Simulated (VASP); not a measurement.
Set up this calculation in VASP 6.6.1, as the native input.

* Task: single point
* Functional: BLYP
* Potentials or basis: VASP PAW PBE potentials, release 64 (Al)
* Cutoff: 520 eV
* k mesh: 15 × 15 × 15
* Occupations: fermi-dirac, width 0.1 eV
* Spin: no spin polarisation
* Dipole correction: no
* Further INCAR settings: ALGO = Normal; EDIFF = 1e-07; NBANDS = 8

The structure of Al lies in POSCAR:

```
Al
1.0
   -1.7205189719      1.7205189719      1.7205189719
    1.7205189719     -1.7205189719      1.7205189719
    1.7205189719      1.7205189719     -1.7205189719
Al
1
Direct
    0.0000000000      0.0000000000      0.0000000000
```

This cell differs from its parent crystal: volume scaled by 1.12.

One way to write it, as run:

INCAR

```
SYSTEM = Al
AGGAC = 1.0 ; AGGAX = 1.0
ALDAC = 0.0 ; ALDAX = 1.0
ALGO = Normal ; EDIFF = 1E-7
ENCUT = 520 ; GGA = B5
ISIF = 2 ; ISMEAR = -1
LASPH = .TRUE. ; LCHARG = .FALSE.
LREAL = .FALSE. ; LWAVE = .FALSE.
NBANDS = 8 ; NELM = 100
PREC = Accurate ; SIGMA = 0.1
```

KPOINTS

```
k-points
0
G
  15 15 15
  0 0 0
```

Potentials or basis: VASP PAW PBE potentials, release 64 (Al).

Run with:

```bash
$ cat potpaw_PBE.64/Al/POTCAR > POTCAR
$ mpirun -np 1 vasp_std > vasp.out
```

It gave:

| Property | Result |
| --- | --- |
| Pressure | -4.0 GPa |

Caveat: the PAW data sets were made with another functional, which shifts forces and pressure a little.

Wall time 13 s on 1 thread of AMD EPYC 9R45 96-Core Processor (Zen 5) (shared host), peak memory 0.11 GiB.
